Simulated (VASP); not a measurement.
**Ba3HfO: single point with PBE**

The system is Ba3HfO.

```
Ba Hf O
1.0
     4.94489    0.00000    0.00000
     0.00000    4.94489    0.00000
     0.00000    0.00000    4.94489
Ba Hf O
3 1 1
Direct
  0.50000 0.50000 0.00000
  0.50000 0.00000 0.50000
  0.00000 0.50000 0.50000
  0.00000 0.00000 0.00000
  0.50000 0.50000 0.50000
```

* Program: VASP 6.6.1
* Task: single point
* Functional: PBE
* Potentials or basis: VASP PAW PBE potentials, release 64 (Ba_sv, Hf_pv, O)
* Cutoff: 520 eV
* k mesh: 4 × 4 × 4
* Occupations: gaussian, width 0.1 eV
* Spin: no spin polarisation

The pressure is 20.2 GPa. The band gap on the k mesh is zero (band 23 reaches 5.12 eV, above the bottom of band 24 at 3.36 eV).

Levels at points of the mesh, in eV from the Fermi level:
| k point | band 19 | band 20 | band 21 | band 22 | band 23 | band 24 | band 25 | band 26 | band 27 | band 28 |
| --- | --- | --- | --- | --- | --- | --- | --- | --- | --- | --- |
| (0.00, 0.00, 0.00) | -1.82 | -1.48 | -1.48 | -1.48 | -1.14 | -1.14 | -1.14 | 2.34 | 2.34 | 2.34 |
| (0.50, 0.00, 0.00) | -1.58 | -1.58 | -1.13 | -0.31 | -0.24 | 0.70 | 1.15 | 1.20 | 1.20 | 1.23 |
| (0.50, 0.50, 0.00) | -1.71 | -1.60 | 0.16 | 0.26 | 0.61 | 0.79 | 0.79 | 1.12 | 1.12 | 1.71 |
| (0.50, 0.50, 0.50) | -4.38 | -3.40 | -0.49 | -0.49 | -0.49 | 1.05 | 1.05 | 2.90 | 2.90 | 2.90 |

It took 49 s on 1 thread of AMD EPYC 7R43 64-Core Processor (Zen 3) (shared host), peak memory 0.22 GiB.

Caveat: spin-orbit coupling is left out, which moves the levels of the heavy elements.
